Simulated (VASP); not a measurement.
Input of a VASP 6.6.1 run:

INCAR

```
SYSTEM = Co
PREC = Accurate
ENCUT = 520
EDIFF = 1E-6
ISMEAR = 0
SIGMA = 0.1
LREAL = .False.
LASPH = .True.
NELM = 150
ALGO = Fast
ISIF = 2
LWAVE = .False.
LCHARG = .False.
ISPIN = 2
MAGMOM = 1.98 1.98 1.91 1.91 1.91 1.91
LORBIT = 11
LMAXMIX = 4
GGA = PS
NBANDS = 40
```

KPOINTS

```
regular mesh
0
Gamma
  10 10 10
  0 0 0
```

Contents of POSCAR:

```
Co
1.0
    0.0000000000      3.2068817966      3.2068817966
    3.2068817966      0.0000000000      3.2068817966
    3.2068817966      3.2068817966      0.0000000000
Co
6
Direct
    0.2500000000      0.2500000000      0.2500000000
    0.0000000000      0.0000000000      0.0000000000
    0.6250000000      0.6250000000      0.1250000000
    0.6250000000      0.1250000000      0.6250000000
    0.1250000000      0.6250000000      0.6250000000
    0.6250000000      0.6250000000      0.6250000000
```

Potentials or basis: VASP PAW PBE potentials, release 64 (Co).

Command:

```sh
$ cat potpaw_PBE.64/Co/POTCAR > POTCAR
$ mpirun -np 1 vasp_std > vasp.out
```

Q: Estimate the site moments.

A: Co +1.77, +1.69 μB.

Q: Predict the pressure.

A: -0.9 GPa.

Q: Predict the net moment.

A: 10.25 μB per cell.

Caveat: the PAW data sets were made with another functional, which shifts forces and pressure a little.
